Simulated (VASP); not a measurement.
# SnSe2 (P-3m1) in VASP: a series of runs

SnSe2 is run at these levels: PBEsol; tasks: single point, relaxation of cell and atoms.

All numbers are computed with VASP 6.6.1; they aren't measurements. Logs are shortened: lines on timing, memory, paths and dates and some standing lists are left out, and cuts for length are marked.

### Step 1. The cell of the first run

It takes space group P-3m1 (No. 164, trigonal). The conventional cell has a = 3.842 Å, b = 3.842 Å, c = 6.486 Å, α = 90.00°, β = 90.00°, γ = 120.00°. Within 3.6 Å of Sn (site symmetry -3m) lie 6 Se at 2.72 Å. Within 3.6 Å of Se (site symmetry 3m) lie 3 Sn at 2.72 Å.

### Step 2. Single point, PBEsol

Input file INCAR:

```
PREC     = Accurate       # precision mode
ENCUT    = 500            # plane-wave cutoff, eV
EDIFF    = 1E-6           # SCF threshold, eV
ISMEAR   = 0              # smearing method
SIGMA    = 0.1            # smearing width, eV
LREAL    = F              # projectors in reciprocal space
LASPH    = T              # aspherical terms in the spheres
NELM     = 120            # most SCF steps
ALGO     = Normal         # electronic algorithm
ISIF     = 2              # what is computed and relaxed
LWAVE    = F              # write WAVECAR
LCHARG   = T              # write CHGCAR
GGA      = PS             # functional
LELF     = T              # ELF
LVHAR    = T            
NBANDS   = 20             # bands
GGA_COMPAT= F
```

Input file KPOINTS:

```
regular mesh
0
Gamma
  6 6 4
```

Input file POSCAR:

```
SnSe2
1.0
    3.8418991400      0.0000000000      0.0000000000
   -1.9209495700      3.3271822500      0.0000000000
    0.0000000000      0.0000000000      6.4858801000
Sn Se
1 2
Direct
    0.0000000000      0.0000000000      0.0000000000
    0.6666666700      0.3333333300      0.7570988600
    0.3333333300      0.6666666700      0.2429011400
```

Potentials or basis: VASP PAW PBE potentials, release 64 (Sn_d, Se).

On the command line:

```
> cat potpaw_PBE.64/Sn_d/POTCAR potpaw_PBE.64/Se/POTCAR > POTCAR
> mpirun -np 1 vasp_std > vasp.out
```

OUTCAR:

```text
PREC = Accurate
   ENCUT = 500
   EDIFF = 1E-6
   ISMEAR = 0
   LREAL = F
   LASPH = T
   NELM = 120
   ISIF = 2
   GGA = PS

 ion  position               nearest neighbor table
   1  0.000  0.000  0.000-   2 2.72   3 2.72   3 2.72   2 2.72   2 2.72   3 2.72
   2  0.667  0.333  0.757-   1 2.72   1 2.72   1 2.72
   3  0.333  0.667  0.243-   1 2.72   1 2.72   1 2.72

  LATTYP: Found a hexagonal cell.
 ALAT       =     3.8418991400
 C/A-ratio  =     1.6881963486

  Lattice vectors:

 A1 = (   3.8418991400,   0.0000000000,   0.0000000000)
 A2 = (  -1.9209495700,   3.3271822500,   0.0000000000)
 A3 = (   0.0000000000,   0.0000000000,   6.4858801000)

Analysis of symmetry for initial positions (statically):
=====================================================================
 Subroutine PRICEL returns:
 Original cell was already a primitive cell.

 Routine SETGRP: Setting up the symmetry group for a
 hexagonal supercell.

 Subroutine GETGRP returns: Found 12 space group operations
 (whereof 12 operations were pure point group operations)
 out of a pool of 24 trial point group operations.

The static configuration has the point symmetry D_3d.

Analysis of symmetry for dynamics (positions and initial velocities):
=====================================================================
 Subroutine PRICEL returns:
 Original cell was already a primitive cell.

 Routine SETGRP: Setting up the symmetry group for a
 hexagonal supercell.

 Subroutine GETGRP returns: Found 12 space group operations
 (whereof 12 operations were pure point group operations)
 out of a pool of 24 trial point group operations.

The dynamic configuration has the point symmetry D_3d.

 Subroutine INISYM returns: Found 12 space group operations
 (whereof 12 operations are pure point group operations),
 and found     1 'primitive' translations

----------------------------------------------------------------------------------------

                                     Primitive cell

  volume of cell :      82.9071

  direct lattice vectors                    reciprocal lattice vectors
     3.841899140  0.000000000  0.000000000     0.260287937  0.150277310  0.000000000
    -1.920949570  3.327182250  0.000000000     0.000000000  0.300554621  0.000000000
     0.000000000  0.000000000  6.485880100     0.000000000  0.000000000  0.154181080

  length of vectors
     3.841899140  3.841899137  6.485880100     0.300554621  0.300554621  0.154181080

  position of ions in fractional coordinates (direct lattice)
     0.000000000  0.000000000  0.000000000
     0.666666670  0.333333330  0.757098860
     0.333333330  0.666666670  0.242901140

  ion indices of the primitive-cell ions
   primitive index   ion index
                 1           1
                 2           2
                 3           3

----------------------------------------------------------------------------------------

 KPOINTS: regular mesh

Automatic generation of k-mesh.
 Grid dimensions read from file:
 generate k-points for:    6    6    4

 Generating k-lattice:

  Cartesian coordinates                     Fractional coordinates (reciprocal lattice)
     0.043381323  0.025046218  0.000000000     0.166666667  0.000000000  0.000000000
     0.000000000  0.050092437  0.000000000     0.000000000  0.166666667  0.000000000
     0.000000000  0.000000000  0.038545270     0.000000000  0.000000000  0.250000000

  Length of vectors
     0.050092437  0.050092437  0.038545270

  Shift w.r.t. Gamma in fractional coordinates (k-lattice)
     0.000000000  0.000000000  0.000000000

 Subroutine IBZKPT returns following result:
 ===========================================

 Found     24 irreducible k-points:

 Following reciprocal coordinates:
            Coordinates               Weight
  0.000000  0.000000  0.000000      1.000000
  0.166667 -0.000000  0.000000      6.000000
  0.333333  0.000000  0.000000      6.000000
  0.500000 -0.000000  0.000000      3.000000
  0.166667  0.166667  0.000000      6.000000
  0.333333  0.166667  0.000000     12.000000
[... 16 lines left out ...]
  0.333333  0.166667  0.500000     12.000000
  0.333333  0.333333  0.500000      2.000000
   k-points           NKPTS =     24   k-points in BZ     NKDIM =     24   number of bands    NBANDS=     20
   number of dos      NEDOS =    301   number of ions     NIONS =      3
   total plane-waves  NPLWV =  37632
   dimension x,y,z NGX =    28 NGY =   28 NGZ =   48
   dimension x,y,z NGXF=    56 NGYF=   56 NGZF=   96
   ions per type =               1   2
   NGX,Y,Z   is equivalent  to a cutoff of  12.12, 12.12, 12.30 a.u.
   NGXF,Y,Z  is equivalent  to a cutoff of  24.23, 24.23, 24.61 a.u.
 SYSTEM =  unknown system
   PREC   = accura    normal or accurate (medium, high low for compatibility)
   ISTART =      0    job   : 0-new  1-cont  2-samecut
   ICHARG =      2    charge: 1-file 2-atom 10-const
   ISPIN  =      1    spin polarized calculation?
   LNONCOLLINEAR =      F non collinear calculations
   LSORBIT =      F    spin-orbit coupling
   LASPH  =      T    aspherical Exc in radial PAW
   ENCUT  =  500.0 eV  36.75 Ry    6.06 a.u.   7.00  7.00 11.83*2*pi/ulx,y,z
   NELM   =    120;   NELMIN=  2; NELMDL= -5     # of ELM steps
   EDIFF  = 0.1E-05   stopping-criterion for ELM
   LREAL  =      F    real-space projection
   EDIFFG = 0.1E-04   stopping-criterion for IOM
   NSW    =      0    number of steps for IOM
   IBRION =     -1    ionic relax: 0-MD 1-quasi-New 2-CG
   NFREE  =      0    steps in history (QN), initial steepest desc. (CG)
   ISIF   =      2    stress and relaxation
   ISYM   =      2    0-nonsym 1-usesym 2-fastsym
   POTIM  = 0.5000    time-step for ionic-motion
   TEBEG  =    0.0;   TEEND  =   0.0 temperature during run
   PSTRESS=    0.0 pullay stress
   NELECT =      26.0000    total number of electrons
   NUPDOWN=      -1.0000    fix difference up-down
   EMIN   =  10.00;   EMAX   =-10.00  energy-range for DOS
   EFERMI =   0.00;   METHOD = LEGACY
   ISMEAR =     0;   SIGMA  =   0.10  broadening in eV -4-tet -1-fermi 0-gaus
   EFERMI_NEDOS =   21; number of points for ismear=-14 and -15
   IALGO  =     38    algorithm
   IMIX   =      4    mixing-type and parameters
     AMIX     =   0.40;   BMIX     =  1.00
     AMIX_MAG =   1.60;   BMIX_MAG =  1.00
  volume/ion in A,a.u.               =      27.64       186.49
  Fermi-wavevector in a.u.,A,eV,Ry     =   1.112249  2.101846 16.831746  1.237098
  Thomas-Fermi vector in A             =   2.248821
   LORBIT       =      0    0 simple, 1 ext, 2 COOP (PROOUT), +10 PAW based schemes
   GGA     = PS    functional components
   LHFCALC =     F    Hartree Fock is set to
   AEXX    =    0.0000 exact exchange contribution
   IVDW    =     0    specifies the selected vdW correction
   LEPSILON=     F    determine dielectric tensor
   LRPA    =     F    only Hartree local field effects (RPA)
 non-spin polarized calculation
 Gauss-broadening in eV      SIGMA  =   0.10
  energy-cutoff  :      500.00
  volume of cell :       82.91
 maximum number of plane-waves:      2116
   NGX = 13   NGY = 13   NGZ = 23

 number of electron      26.0000014 magnetization

 Free energy of the ion-electron system (eV)
  ---------------------------------------------------
  ext. energy  EPLUGINS =         0.00000000
  ---------------------------------------------------
  free energy    TOTEN  =       -12.95827393 eV

  energy without entropy =      -12.95827389  energy(sigma->0) =      -12.95827391

 E-fermi :   3.6239     XC(G=0):  -9.2715

 val. band max:        3.2725015012   @ k =   0.1667  -0.0000   0.0000
 cond. band min:       3.9578787752   @ k =   0.5000  -0.0000   0.5000
 fundamental gap:      0.6853772740
 Fermi energy:         3.6239388906

 k-point     1 :       0.0000    0.0000    0.0000
  band No.  band energies     occupation
      1     -17.7787      2.00000
      2     -17.7787      2.00000
      3     -17.7446      2.00000
      4     -17.7323      2.00000
      5     -17.7323      2.00000
      6     -10.3439      2.00000
[... 12 lines left out ...]
     19      12.1940      0.00000
     20      12.1940      0.00000

 k-point     2 :       0.1667   -0.0000    0.0000
  band No.  band energies     occupation
      1     -17.7899      2.00000
      2     -17.7702      2.00000
      3     -17.7403      2.00000
      4     -17.7352      2.00000
      5     -17.7306      2.00000
      6     -10.0823      2.00000
[... 12 lines left out ...]
     19      11.5473      0.00000
     20      12.2786      0.00000

 k-point     3 :       0.3333    0.0000    0.0000
  band No.  band energies     occupation
      1     -17.8158      2.00000
      2     -17.7604      2.00000
      3     -17.7495      2.00000
      4     -17.7201      2.00000
      5     -17.7197      2.00000
      6      -9.3907      2.00000
[... 12 lines left out ...]
     19      12.0729      0.00000
     20      12.5607      0.00000

 k-point     4 :       0.5000   -0.0000    0.0000
  band No.  band energies     occupation
      1     -17.8295      2.00000
      2     -17.7589      2.00000
      3     -17.7540      2.00000
      4     -17.7113      2.00000
      5     -17.7112      2.00000
      6      -8.8037      2.00000
[... 12 lines left out ...]
     19      12.7332      0.00000
     20      13.3148      0.00000

 k-point     5 :       0.1667    0.1667    0.0000
  band No.  band energies     occupation
      1     -17.8031      2.00000
      2     -17.7678      2.00000
      3     -17.7424      2.00000
      4     -17.7335      2.00000
      5     -17.7191      2.00000
      6      -9.5999      2.00000
[... 12 lines left out ...]
     19      10.4100      0.00000
     20      12.7872      0.00000
[... 353 lines left out ...]
      6      -8.7445      2.00000
[... 12 lines left out ...]
     19      12.8163      0.00000
     20      13.3252      0.00000

 k-point    22 :       0.1667    0.1667    0.5000
  band No.  band energies     occupation
      1     -17.8031      2.00000
      2     -17.7678      2.00000
      3     -17.7425      2.00000
      4     -17.7334      2.00000
      5     -17.7190      2.00000
      6      -9.5018      2.00000
[... 12 lines left out ...]
     19      11.2600      0.00000
     20      12.3199      0.00000

 k-point    23 :       0.3333    0.1667    0.5000
  band No.  band energies     occupation
      1     -17.8160      2.00000
      2     -17.7699      2.00000
      3     -17.7460      2.00000
      4     -17.7222      2.00000
      5     -17.7112      2.00000
      6      -8.8058      2.00000
[... 12 lines left out ...]
     19      11.6226      0.00000
     20      12.8485      0.00000

 k-point    24 :       0.3333    0.3333    0.5000
  band No.  band energies     occupation
      1     -17.7947      2.00000
      2     -17.7947      2.00000
      3     -17.7308      2.00000
      4     -17.7308      2.00000
      5     -17.7147      2.00000
      6      -8.3926      2.00000
[... 12 lines left out ...]
     19      12.2249      0.00000
     20      12.2981      0.00000

------------------------ aborting loop because EDIFF is reached ----------------------------------------

  FORCE on cell =-STRESS in cart. coord.  units (eV):
  Direction    XX          YY          ZZ          XY          YZ          ZX
  --------------------------------------------------------------------------------------
  -------------------------------------------------------------------------------------
  Total       -0.4254242     -0.4254242     -0.1522909     -0.0000000      0.0000000      0.0000000
  in kB       -8.2213154     -8.2213154     -2.9430197     -0.0000000      0.0000000      0.0000000
  external PRESSURE =      -6.4618835 kB  Pullay stress =       0.0000000 kB

 VOLUME and BASIS-vectors are now :
 -----------------------------------------------------------------------------
  energy-cutoff  :      500.00
  volume of cell :       82.91
      direct lattice vectors                 reciprocal lattice vectors
     3.841899140  0.000000000  0.000000000     0.260287937  0.150277310  0.000000000
    -1.920949570  3.327182250  0.000000000     0.000000000  0.300554621  0.000000000
     0.000000000  0.000000000  6.485880100     0.000000000  0.000000000  0.154181080

 POSITION                                       TOTAL-FORCE (eV/Angst)
 -----------------------------------------------------------------------------------
      0.00000      0.00000      0.00000         0.000000      0.000000      0.000000
      1.92095      1.10906      4.91045        -0.000000      0.000000     -0.051577
     -0.00000      2.21812      1.57543         0.000000     -0.000000      0.051577
 -----------------------------------------------------------------------------------
    total drift:                               -0.000000      0.000000      0.000000

  FREE ENERGIE OF THE ION-ELECTRON SYSTEM (eV)
  ---------------------------------------------------
  free  energy   TOTEN  =       -12.9582739282 eV

  energy  without entropy=      -12.9582738919  energy(sigma->0) =      -12.95827391
```

Wall time 56 s (1 thread of Intel Xeon 8259CL, shared host); peak memory 0.2 GiB.

What came out:

* Free energy: -12.9583 eV
* Pressure: -0.6 GPa
* Largest force: 0.052 eV/Å
* Band gap on the k mesh: 0.69 eV (least direct gap 1.11 eV)

Forces on the atoms (eV/Å):
```
Sn   0.000  0.000  0.000
Se   0.000  0.000 -0.052
Se   0.000  0.000  0.052
```

Levels at points of the mesh, in eV from the valence-band top:
```tsv
k point	band 11	band 12	band 13	band 14	band 15	band 16
(0.00, 0.00, 0.00)	-0.24	-0.19	-0.19	0.99	2.98	4.59
(0.50, 0.00, 0.00)	-2.36	-1.02	-0.25	1.03	3.74	5.45
(0.00, 0.00, 0.50)	-0.57	-0.09	-0.09	2.24	2.90	4.42
(0.50, 0.00, 0.50)	-2.01	-0.70	-0.50	0.69	4.15	4.74
```

Caveat: the PAW data sets were made with another functional, which shifts forces and pressure a little; spin-orbit coupling is left out, which moves the levels of the heavy elements; this functional lacks dispersion, which binds the layers, so the pressure and a relaxed spacing across them are unreliable. A k mesh can miss the band edges.

(Continued in part 2 of 2.)
